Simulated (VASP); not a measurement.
**Cu: single point with PBEsol**

Crystal: Cu.

```xyz
1
Lattice="-1.4428 1.4428 1.3761 1.4428 -1.4428 1.3761 1.4428 1.4428 -1.3761" Properties=species:S:1:pos:R:3 pbc="T T T"
Cu    0.0000    0.0000    0.0000
```

| Item | Value |
| --- | --- |
| Program | VASP 6.6.1 |
| Task | single point |
| Functional | PBEsol |
| Potentials or basis | VASP PAW PBE potentials, release 64 (Cu) |
| Cutoff | 520 eV |
| k mesh | 20 × 20 × 20 |
| Occupations | gaussian, width 0.05 eV |
| Spin | no spin polarisation |
| Dipole correction | no |
| Further INCAR settings | ALGO = Normal; EDIFF = 1e-06; NBANDS = 12 |

```
Pressure               : -0.7 GPa
Band gap on the k mesh : zero (an odd number of electrons rules out a gap without spin polarisation)
```

Stress tensor (GPa, compression positive):
```
-0.49  0.00  0.00
 0.00 -0.49  0.00
 0.00  0.00 -1.12
```

Levels at points of the mesh, in eV from the Fermi level:
```tsv
k point	band 3	band 4	band 5	band 6	band 7	band 8	band 9	band 10
(0.00, 0.00, 0.00)	-3.13	-3.13	-2.25	-2.04	24.86	24.86	26.10	28.89
(0.50, 0.00, 0.00)	-2.16	-1.94	-1.37	-0.57	4.68	17.33	17.43	21.33
(0.50, 0.50, 0.00)	-2.32	-2.07	-1.39	-0.94	4.16	18.58	18.85	22.50
(0.50, 0.50, 0.50)	-1.57	-1.57	-1.51	7.69	7.69	9.54	13.35	13.98
```

Run time: 99 s on 1 thread of Intel Xeon 8259CL (shared host), peak memory 0.19 GiB.

Caveat: the PAW data sets were made with another functional, which shifts forces and pressure a little.
